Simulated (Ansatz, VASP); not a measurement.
**Two plane-wave programs on Cu**

```
Cu
1.0
     2.52051    0.00000    0.00000
    -1.26026    2.18283    0.00000
     0.00000    0.00000    8.23333
Cu
4
Direct
  0.00000 0.00000 0.00000
  0.33333 0.66667 0.25000
  0.00000 0.00000 0.50000
  0.66667 0.33333 0.75000
```

Alike in both runs: task relaxation of cell and atoms; functional PBEsol; k mesh 18 × 18 × 5; occupations gaussian, width 0.1 eV; no spin polarisation.

|  | VASP | Ansatz |
| --- | --- | --- |
| version | VASP 6.6.1 | Ansatz 0.2.0 |
| potentials or method | VASP PAW PBE potentials, release 64 (Cu), cutoff 600 eV | scalar-relativistic, plane waves, PAW |
| valence electrons in the cell | 44 | 76 |

```csv
,VASP,Ansatz,Ansatz less VASP
"gap on the k mesh at the Fermi level, each at its own relaxed structure (eV)",none,none,-
relaxed volume (Å³/atom),11.38,11.32,-0.056
relaxed cell length with the largest relative difference (Å),2.526,2.521,-0.0043
```

VASP's potentials were made for PBE, not for PBEsol. A gap of «none» marks a metal or a gap that the smearing closes. VASP's potentials hold 44 valence electrons a cell and Ansatz's 76, so a difference there can come from the potentials and not from the codes.
